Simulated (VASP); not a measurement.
Runs of VASP 6.6.1 on W. The structure is that of space group C2/m (No. 12), or close to it. The cells are those of the table. 

```csv
cell,gap on the mesh (eV),pressure (GPa)
"a = 2.697, b = 2.407, c = 2.834 Å, angles 61.3, 64.9, 67.2°, 1 atom",none,54.9
"a = 2.626, b = 2.483, c = 2.829 Å, angles 58.8, 60.8, 67.2°, 1 atom",none,72.8
"a = 2.631, b = 2.342, c = 2.834 Å, angles 60.2, 64.1, 69.2°, 1 atom",none,87.3
"a = 2.641, b = 2.201, c = 2.843 Å, angles 61.6, 67.4, 71.3°, 1 atom",none,(a)
"a = 2.706, b = 2.266, c = 2.843 Å, angles 62.8, 68.2, 69.1°, 1 atom",none,(b)
"a = 2.691, b = 2.548, c = 2.829 Å, angles 59.8, 61.6, 65.3°, 1 atom",none,43.7
```

Alike in all rows: task single point; level PBEsol; potentials or basis VASP PAW PBE potentials, release 64 (W_sv); no spin polarisation; k mesh 20 × 20 × 20; cutoff (eV) 500; smearing gaussian 0.15 eV.

Task: Fill in the values left out.

Result: (a) 116.9; (b) 77.7.

Caveats: the PAW data sets were made with another functional, which shifts forces and pressure a little; spin-orbit coupling is left out, which moves the levels of the heavy elements; the stress differs along the axes, from 49 to 66 GPa (at least some runs); the stress differs along the axes, from 51 to 87 GPa (at least some runs); the stress differs along the axes, from 77 to 106 GPa (at least some runs); the stress differs along the axes, from 77 to 153 GPa (at least some runs); the stress differs along the axes, from 49 to 100 GPa (at least some runs).

A k mesh can miss the band edges, and the runs leave out spin-orbit coupling on W.

A gap of «none» marks levels without a gap at the run's occupations.
